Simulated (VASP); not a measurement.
# Co (Cmce) in VASP: notebook

Co is run at these levels: PBEsol; tasks: relaxation of cell and atoms, single point.

Program: VASP 6.6.1. These are calculated values, not measurements. Logs are shortened: lines on timing, memory, paths and dates and some standing lists are left out, and cuts for length are marked.

### 1 The cell of the first run

Symmetry: Cmce, No. 64, orthorhombic system. Conventional cell: a = 2.785 Å, b = 8.835 Å, c = 3.686 Å, α = 90.00°, β = 90.00°, γ = 90.00°. Within 2.4 Å of Co (site symmetry m) lie 3 Co at 1.82 to 1.85 Å.

### 2 Relaxation of cell and atoms, PBEsol, collinear spin, ferromagnetic start

Contents of INCAR:

```
SYSTEM = Co
  PREC = Accurate
  ENCUT = 600
  EDIFF = 1E-6
  ISMEAR = 0
  SIGMA = 0.1
  LREAL = .False.
  LASPH = .True.
  NELM = 150
  ALGO = Normal
  ISIF = 3
  LWAVE = .False.
  LCHARG = .False.
  ISPIN = 2
  MAGMOM = 0.86 0.86 0.86 0.86
  LORBIT = 11
  LMAXMIX = 4
  GGA = PS
  IBRION = 2
  NSW = 90
  EDIFFG = -0.04
```

Contents of KPOINTS:

```
Automatic mesh
0
Gamma
  6 6 6
  0 0 0
```

Contents of POSCAR:

```
Co
1.0
    1.3926417893     -4.4177458573      0.0000000000
    1.3926417893      4.4177458573      0.0000000000
    0.0000000000      0.0000000000      3.6856622581
Co
4
Direct
    0.0980000000      0.9020000000      0.9100000000
    0.5980000000      0.4020000000      0.5900000000
    0.9020000000      0.0980000000      0.0900000000
    0.4020000000      0.5980000000      0.4100000000
```

Potentials or basis: VASP PAW PBE potentials, release 64 (Co).

On the command line:

```console
$ cat potpaw_PBE.64/Co/POTCAR > POTCAR
$ mpirun -np 1 vasp_std > vasp.out
```

OUTCAR:

```text
SYSTEM = Co
   PREC = Accurate
   ENCUT = 600
   EDIFF = 1E-6
   ISMEAR = 0
   LREAL = .False.
   LASPH = .True.
   NELM = 150
   ISIF = 3
   ISPIN = 2
   LORBIT = 11
   GGA = PS
   IBRION = 2
   NSW = 90
   EDIFFG = -0.04

 ion  position               nearest neighbor table
   1  0.098  0.902  0.910-   2 1.82   2 1.82   3 1.85   2 2.87   2 2.87   4 2.89   4 2.89   4 2.89
                             4 2.89   3 3.10   3 3.10
   2  0.598  0.402  0.590-   1 1.82   1 1.82   4 1.85   1 2.87   1 2.87   3 2.89   3 2.89   3 2.89
                             3 2.89   4 3.10   4 3.10
   3  0.902  0.098  0.090-   4 1.82   4 1.82   1 1.85   4 2.87   4 2.87   2 2.89   2 2.89   2 2.89
                             2 2.89   1 3.10   1 3.10
   4  0.402  0.598  0.410-   3 1.82   3 1.82   2 1.85   3 2.87   3 2.87   1 2.89   1 2.89   1 2.89
                             1 2.89   2 3.10   2 3.10

  LATTYP: Found a base centered orthorhombic cell.
 ALAT       =     2.7852835786
 B/A-ratio  =     3.1722054381
 C/A-ratio  =     1.3232628399

  Lattice vectors:

 A1 = (   1.3926417893,  -4.4177458573,   0.0000000000)
 A2 = (   1.3926417893,   4.4177458573,   0.0000000000)
 A3 = (   0.0000000000,   0.0000000000,   3.6856622581)

Analysis of symmetry for initial positions (statically):
=====================================================================
 Subroutine PRICEL returns:
 Original cell was already a primitive cell.

 Routine SETGRP: Setting up the symmetry group for a
 base centered orthorhombic supercell.

 Subroutine GETGRP returns: Found  8 space group operations
 (whereof  4 operations were pure point group operations)
 out of a pool of  8 trial point group operations.

The static configuration has the point symmetry C_2h.
 The point group associated with its full space group is D_2h.

Analysis of symmetry for dynamics (positions and initial velocities):
=====================================================================
 Subroutine PRICEL returns:
 Original cell was already a primitive cell.

 Routine SETGRP: Setting up the symmetry group for a
 base centered orthorhombic supercell.

 Subroutine GETGRP returns: Found  8 space group operations
 (whereof  4 operations were pure point group operations)
 out of a pool of  8 trial point group operations.

The dynamic configuration has the point symmetry C_2h.
 The point group associated with its full space group is D_2h.

Analysis of structural, dynamic, and magnetic symmetry:
=====================================================================
 Subroutine PRICEL returns:
 Original cell was already a primitive cell.

 Routine SETGRP: Setting up the symmetry group for a
 base centered orthorhombic supercell.

 Subroutine GETGRP returns: Found  8 space group operations
 (whereof  4 operations were pure point group operations)
 out of a pool of  8 trial point group operations.

The overall configuration has the point symmetry C_2h.
 The point group associated with its full space group is D_2h.

 Subroutine INISYM returns: Found  8 space group operations
 (whereof  4 operations are pure point group operations),
 and found     1 'primitive' translations

----------------------------------------------------------------------------------------

                                     Primitive cell

  volume of cell :      45.3509

  direct lattice vectors                    reciprocal lattice vectors
     1.392641789 -4.417745857  0.000000000     0.359029870 -0.113179892  0.000000000
     1.392641789  4.417745857  0.000000000     0.359029870  0.113179892  0.000000000
     0.000000000  0.000000000  3.685662258     0.000000000  0.000000000  0.271321659

  length of vectors
     4.632054578  4.632054578  3.685662258     0.376446723  0.376446723  0.271321659

  position of ions in fractional coordinates (direct lattice)
     0.098000000  0.902000000  0.910000000
     0.598000000  0.402000000  0.590000000
     0.902000000  0.098000000  0.090000000
     0.402000000  0.598000000  0.410000000

  ion indices of the primitive-cell ions
   primitive index   ion index
                 1           1
                 2           2
                 3           3
                 4           4

----------------------------------------------------------------------------------------

 KPOINTS: Automatic mesh

Automatic generation of k-mesh.
 Grid dimensions read from file:
 generate k-points for:    6    6    6

 Generating k-lattice:

  Cartesian coordinates                     Fractional coordinates (reciprocal lattice)
     0.059838312 -0.018863315  0.000000000     0.166666667 -0.000000000  0.000000000
     0.059838312  0.018863315  0.000000000    -0.000000000  0.166666667  0.000000000
     0.000000000  0.000000000  0.045220277     0.000000000  0.000000000  0.166666667

  Length of vectors
     0.062741121  0.062741121  0.045220277

  Shift w.r.t. Gamma in fractional coordinates (k-lattice)
     0.000000000  0.000000000  0.000000000

 Subroutine IBZKPT returns following result:
 ===========================================

 Found     52 irreducible k-points:

 Following reciprocal coordinates:
            Coordinates               Weight
  0.000000  0.000000  0.000000      1.000000
  0.166667 -0.000000  0.000000      4.000000
  0.333333 -0.000000  0.000000      4.000000
  0.500000  0.000000  0.000000      2.000000
  0.166667  0.166667  0.000000      2.000000
  0.333333  0.166667  0.000000      4.000000
[... 16 lines left out ...]
  0.333333  0.333333  0.166667      4.000000
  0.500000  0.333333  0.166667      8.000000
 [... further k-points ...]
   k-points           NKPTS =     52   k-points in BZ     NKDIM =     52   number of bands    NBANDS=     24
   number of dos      NEDOS =    301   number of ions     NIONS =      4
   total plane-waves  NPLWV =  48000
   dimension x,y,z NGX =    40 NGY =   40 NGZ =   30
   dimension x,y,z NGXF=    80 NGYF=   80 NGZF=   60
   ions per type =               4
   NGX,Y,Z   is equivalent  to a cutoff of  14.36, 14.36, 13.53 a.u.
   NGXF,Y,Z  is equivalent  to a cutoff of  28.71, 28.71, 27.06 a.u.
 SYSTEM =  Co
   PREC   = accura    normal or accurate (medium, high low for compatibility)
   ISTART =      0    job   : 0-new  1-cont  2-samecut
   ICHARG =      2    charge: 1-file 2-atom 10-const
   ISPIN  =      2    spin polarized calculation?
   LNONCOLLINEAR =      F non collinear calculations
   LSORBIT =      F    spin-orbit coupling
   LASPH  =      T    aspherical Exc in radial PAW
   ENCUT  =  600.0 eV  44.10 Ry    6.64 a.u.   9.25  9.25  7.36*2*pi/ulx,y,z
   NELM   =    150;   NELMIN=  2; NELMDL= -5     # of ELM steps
   EDIFF  = 0.1E-05   stopping-criterion for ELM
   LREAL  =      F    real-space projection
   EDIFFG = -.4E-01   stopping-criterion for IOM
   NSW    =     90    number of steps for IOM
   IBRION =      2    ionic relax: 0-MD 1-quasi-New 2-CG
   NFREE  =      1    steps in history (QN), initial steepest desc. (CG)
   ISIF   =      3    stress and relaxation
   ISYM   =      2    0-nonsym 1-usesym 2-fastsym
   POTIM  = 0.5000    time-step for ionic-motion
   TEBEG  =    0.0;   TEEND  =   0.0 temperature during run
   PSTRESS=    0.0 pullay stress
   NELECT =      36.0000    total number of electrons
   NUPDOWN=      -1.0000    fix difference up-down
   EMIN   =  10.00;   EMAX   =-10.00  energy-range for DOS
   EFERMI =   0.00;   METHOD = LEGACY
   ISMEAR =     0;   SIGMA  =   0.10  broadening in eV -4-tet -1-fermi 0-gaus
   EFERMI_NEDOS =   21; number of points for ismear=-14 and -15
   IALGO  =     38    algorithm
   IMIX   =      4    mixing-type and parameters
     AMIX     =   0.40;   BMIX     =  1.00
     AMIX_MAG =   1.60;   BMIX_MAG =  1.00
  volume/ion in A,a.u.               =      11.34        76.51
  Fermi-wavevector in a.u.,A,eV,Ry     =   1.515818  2.864481 31.262170  2.297705
  Thomas-Fermi vector in A             =   2.625291
   LORBIT       =     11    0 simple, 1 ext, 2 COOP (PROOUT), +10 PAW based schemes
   GGA     = PS    functional components
   LHFCALC =     F    Hartree Fock is set to
   AEXX    =    0.0000 exact exchange contribution
   IVDW    =     0    specifies the selected vdW correction
   LEPSILON=     F    determine dielectric tensor
   LRPA    =     F    only Hartree local field effects (RPA)
 conjugate gradient relaxation of ions
 spin polarized calculation
 Gauss-broadening in eV      SIGMA  =   0.10
  energy-cutoff  :      600.00
  volume of cell :       45.35
 maximum number of plane-waves:      1536
 NGX is ok and might be reduce to    40
   NGX = 19   NGY = 19   NGZ = 15

--------------------------------------- Ionic step        1  -------------------------------------------

 number of electron      36.0000001 magnetization       3.6047816

 Free energy of the ion-electron system (eV)
  ---------------------------------------------------
  ext. energy  EPLUGINS =         0.00000000
  ---------------------------------------------------
  free energy    TOTEN  =       -21.20030756 eV

  energy without entropy =      -21.17210810  energy(sigma->0) =      -21.18620783

------------------------ aborting loop because EDIFF is reached ----------------------------------------

  FORCE on cell =-STRESS in cart. coord.  units (eV):
  Direction    XX          YY          ZZ          XY          YZ          ZX
  --------------------------------------------------------------------------------------
  -------------------------------------------------------------------------------------
  Total       27.9950852     14.6001731     21.1827037      0.0000000     -0.0000000      0.0000000
  in kB      989.0236891    515.8018595    748.3526320      0.0000000     -0.0000000      0.0000000
  external PRESSURE =     751.0593936 kB  Pullay stress =       0.0000000 kB
[... 2722 lines left out ...]
     23      12.6587      0.00000
     24      13.9072      0.00000

 [... further k-points ...]

[... ionic steps 4 to 22 ...]

--------------------------------------- Ionic step       23  -------------------------------------------

 number of electron      36.0000020 magnetization      -6.5518540

------------------------ aborting loop because EDIFF is reached ----------------------------------------
[... 71 lines left out ...]
--------------------------------------- Ionic step       25  -------------------------------------------

 number of electron      36.0000019 magnetization      -6.5395330

 Free energy of the ion-electron system (eV)
  ---------------------------------------------------
  ext. energy  EPLUGINS =         0.00000000
  ---------------------------------------------------
  free energy    TOTEN  =       -29.52907026 eV

  energy without entropy =      -29.49450632  energy(sigma->0) =      -29.51178829

 E-fermi :  10.1209     XC(G=0): -13.4768

 val. band max:       10.1207834133   @ k =   0.0000   0.0000   0.0000
 cond. band min:      10.1212635389   @ k =   0.1667   0.1667   0.5000
 fundamental gap:      0.0004801256
 Fermi energy:        10.1209193344
[... 1333 lines left out ...]
  FREE ENERGIE OF THE ION-ELECTRON SYSTEM (eV)
  ---------------------------------------------------
  free  energy   TOTEN  =       -29.5290702632 eV

  energy  without entropy=      -29.4945063156  energy(sigma->0) =      -29.51178829

 reached required accuracy - stopping structural energy minimisation

 total charge

# of ion       s       p       d       tot
------------------------------------------
    1        0.505   0.519   7.299   8.324
    2        0.505   0.519   7.299   8.324
    3        0.505   0.519   7.299   8.324
    4        0.505   0.519   7.299   8.324
--------------------------------------------------
tot          2.021   2.077  29.197  33.295

 magnetization (x)

# of ion       s       p       d       tot
------------------------------------------
    1        0.006   0.026  -1.668  -1.637
    2        0.006   0.026  -1.668  -1.637
    3        0.006   0.026  -1.668  -1.637
    4        0.006   0.026  -1.668  -1.637
--------------------------------------------------
tot          0.024   0.103  -6.674  -6.546
```

Run time: 27 min. Hardware: 1 thread of Intel Xeon 6975P-C (Granite Rapids), shared host; peak memory 0.34 GiB.

Results:

| Property | Result |
| --- | --- |
| Free energy | -29.5291 eV |
| Relaxed volume | 10.96 Å³/atom |
| Relaxed cell | a = 4.470 Å, b = 4.470 Å, c = 4.091 Å, α = 90.00°, β = 90.00°, γ = 147.57° |
| Space group after relaxing (to 0.05 Å) | Fmmm (No. 69) |
| Energy gained by relaxing | 2082.2 meV/atom |
| Ionic steps | 25 |
| Pressure after relaxing | 0.2 GPa |
| Largest force after relaxing | 0.027 eV/Å |
| Net moment | -6.54 μB per cell |
| Site moments | Co -1.64 μB |
| Valence electrons inside the program's atomic spheres | Co 8.32 |

Forces in eV/Å, atoms in the order of the input:
```
Co   0.000  0.001  0.027
Co   0.000  0.001 -0.027
Co   0.000 -0.001 -0.027
Co   0.000 -0.001  0.027
```

Stress tensor (GPa, compression positive):
```
 0.44  0.00  0.00
 0.00 -0.07  0.00
 0.00  0.00  0.24
```

Step by step:
| step | energy change (eV) | largest force (eV/Å) | pressure (GPa) | volume (Å³) |
| --- | --- | --- | --- | --- |
| 1 | 0.0000 | 9.9346 | 75.11 | 45.35 |
| 2 | -0.5676 | 0.3181 | -27.23 | 89.57 |
| 3 | -5.6289 | 0.8304 | -22.02 | 60.72 |
| 4 | -5.7961 | 1.2554 | -18.22 | 58.70 |
| 5 | -5.8527 | 1.9631 | -11.57 | 56.21 |
| 6 | -5.8571 | 1.8460 | -12.60 | 56.57 |
| 7 | -7.0243 | 1.7945 | -10.45 | 50.44 |
| 8 | -5.3560 | 4.7464 | 96.62 | 34.67 |
| 9 | -7.4526 | 1.9722 | -2.08 | 46.75 |
| 10 | -7.8441 | 0.6482 | 22.35 | 40.42 |
| 11 | -7.8873 | 1.2523 | 12.50 | 42.17 |
| 12 | -7.8921 | 1.0986 | 15.14 | 41.64 |
| 13 | -8.0439 | 1.2911 | 9.32 | 43.14 |
| 14 | -8.1386 | 0.3713 | 9.45 | 42.55 |
| 15 | -8.1893 | 0.1740 | -6.62 | 45.75 |
| 16 | -8.2136 | 0.0445 | -1.41 | 44.53 |
| 17 | -8.2456 | 0.0164 | -1.49 | 44.39 |
| 18 | -8.2901 | 0.0315 | -0.88 | 44.15 |
| 19 | -8.3199 | 0.1579 | 1.73 | 43.57 |
| 20 | -8.3244 | 0.0977 | 0.45 | 43.80 |
| 21 | -8.3254 | 0.1124 | 0.76 | 43.73 |
| 22 | -8.3272 | 0.0430 | -1.13 | 44.13 |
| 23 | -8.3282 | 0.0545 | -0.48 | 43.98 |
| 24 | -8.3287 | 0.0161 | 0.44 | 43.77 |
| 25 | -8.3288 | 0.0267 | 0.20 | 43.84 |

Final structure:
```
CELL_PARAMETERS angstrom
1.24815 -4.29230 0.00000
1.24815 4.29230 0.00000
0.00000 0.00000 4.09108
ATOMIC_POSITIONS crystal
Co 0.13346 0.86654 0.99935
Co 0.63346 0.36654 0.50065
Co 0.86654 0.13346 0.00065
Co 0.36654 0.63346 0.49935
```

Levels at points of the mesh, in eV from the Fermi level:
Spin up:
```tsv
k point	band 13	band 14	band 15	band 16	band 17	band 18
(0.00, 0.00, 0.00)	-0.46	-0.42	0.00	0.14	0.21	0.22
(0.50, 0.00, 0.00)	-0.73	-0.73	-0.04	-0.04	0.49	0.49
(0.50, 0.50, 0.00)	-0.60	-0.60	-0.35	0.12	0.46	0.83
(0.00, 0.00, 0.50)	-0.46	-0.46	-0.03	-0.03	0.01	0.01
(0.50, 0.00, 0.50)	-0.05	-0.05	0.67	0.67	1.25	1.25
(0.50, 0.50, 0.50)	-0.85	-0.85	-0.28	-0.28	0.21	0.21
```
Spin down:
| k point | band 18 | band 19 | band 20 | band 21 | band 22 | band 23 | band 24 |
| --- | --- | --- | --- | --- | --- | --- | --- |
| (0.00, 0.00, 0.00) | -1.10 | -1.06 | -0.54 | -0.43 | -0.35 | -0.14 | 4.96 |
| (0.50, 0.00, 0.00) | -1.62 | -0.58 | -0.58 | 1.26 | 1.26 | 4.41 | 4.41 |
| (0.50, 0.50, 0.00) | -1.37 | -0.67 | -0.48 | -0.42 | -0.30 | 2.89 | 3.82 |
| (0.00, 0.00, 0.50) | -1.66 | -1.50 | -1.50 | -1.23 | -1.23 | 3.20 | 3.20 |
| (0.50, 0.00, 0.50) | -0.53 | -0.49 | -0.49 | 1.18 | 1.18 | 3.17 | 3.17 |
| (0.50, 0.50, 0.50) | -1.48 | -1.03 | -1.03 | -1.00 | -1.00 | -0.54 | -0.54 |

Caveat: the k points lie up to 0.44 Å⁻¹ apart in the final cell; the bands computed are all filled at some k points, so no gap is given; the PAW data sets were made with another functional, which shifts forces and pressure a little.

### 3 Single point, PBEsol, collinear spin, ferromagnetic start

Contents of INCAR:

```
SYSTEM = Co
PREC = Accurate ; ENCUT = 600
EDIFF = 1E-6 ; ISMEAR = 0
SIGMA = 0.1 ; LREAL = .False.
LASPH = .True. ; NELM = 200
ALGO = Normal ; ISIF = 2
LWAVE = .False. ; LCHARG = .False.
ISPIN = 2 ; MAGMOM = 3 3 3 3
LORBIT = 11 ; LMAXMIX = 4
GGA = PS ; NBANDS = 30
GGA_COMPAT = .False.
```

KPOINTS is that of step 2.

POSCAR is that of step 2.

Potentials or basis: VASP PAW PBE potentials, release 64 (Co).

On the command line:

```console
$ cat potpaw_PBE.64/Co/POTCAR > POTCAR
$ mpirun -np 1 vasp_std > vasp.out
```

It took 7.3 min on 1 thread of AMD EPYC 7R13, shared host; peak memory 0.28 GiB.

It converged, with:

```
Free energy                                           : -21.2003 eV
Pressure                                              : 75.1 GPa
Largest force                                         : 9.934 eV/Å
Net moment                                            : 3.60 μB per cell
Site moments                                          : Co +0.86 μB
Valence electrons inside the program's atomic spheres : Co 8.94
```

Forces in eV/Å, atoms in the order of the input:
```
Co   0.000 -6.449  7.556
Co   0.000 -6.449 -7.556
Co   0.000  6.449 -7.556
Co   0.000  6.449  7.556
```

Stress tensor (GPa, compression positive):
```
98.90  0.00  0.00
 0.00 51.58  0.00
 0.00  0.00 74.84
```

Levels at points of the mesh, in eV from the Fermi level:
Spin up:
| k point | band 16 | band 17 | band 18 | band 19 | band 20 | band 21 | band 22 | band 23 | band 24 | band 25 |
| --- | --- | --- | --- | --- | --- | --- | --- | --- | --- | --- |
| (0.00, 0.00, 0.00) | -1.27 | -1.00 | -0.35 | -0.26 | 0.44 | 0.46 | 0.72 | 3.04 | 4.45 | 6.34 |
| (0.50, 0.00, 0.00) | -1.85 | -0.66 | -0.66 | -0.19 | -0.19 | 0.11 | 0.11 | 3.60 | 3.60 | 8.43 |
| (0.50, 0.50, 0.00) | -0.88 | -0.49 | -0.39 | -0.16 | 0.37 | 0.51 | 0.71 | 5.90 | 7.19 | 7.36 |
| (0.00, 0.00, 0.50) | -0.94 | -0.87 | -0.87 | -0.09 | -0.09 | -0.06 | -0.06 | 3.62 | 3.62 | 6.25 |
| (0.50, 0.00, 0.50) | -1.72 | -0.39 | -0.39 | -0.32 | -0.32 | 0.57 | 0.57 | 3.86 | 3.86 | 5.42 |
| (0.50, 0.50, 0.50) | -1.00 | -0.68 | -0.68 | -0.20 | -0.20 | -0.07 | -0.07 | 0.63 | 0.63 | 12.55 |
Spin down:
| k point | band 13 | band 14 | band 15 | band 16 | band 17 | band 18 | band 19 | band 20 |
| --- | --- | --- | --- | --- | --- | --- | --- | --- |
| (0.00, 0.00, 0.00) | -1.20 | -1.07 | -0.81 | -0.70 | -0.26 | 0.69 | 0.77 | 1.23 |
| (0.50, 0.00, 0.00) | -1.60 | -1.60 | -1.00 | -1.00 | 0.38 | 0.38 | 0.68 | 0.68 |
| (0.50, 0.50, 0.00) | -1.63 | -1.46 | -1.28 | 0.03 | 0.66 | 0.73 | 0.90 | 1.31 |
| (0.00, 0.00, 0.50) | -2.19 | -2.19 | -0.02 | -0.02 | 0.15 | 0.15 | 0.82 | 0.82 |
| (0.50, 0.00, 0.50) | -1.58 | -1.58 | -1.00 | -1.00 | 0.17 | 0.17 | 0.76 | 0.76 |
| (0.50, 0.50, 0.50) | -1.74 | -1.74 | -0.25 | -0.25 | 0.36 | 0.36 | 0.70 | 0.70 |

Caveat: the k points lie up to 0.39 Å⁻¹ apart; the PAW data sets were made with another functional, which shifts forces and pressure a little.
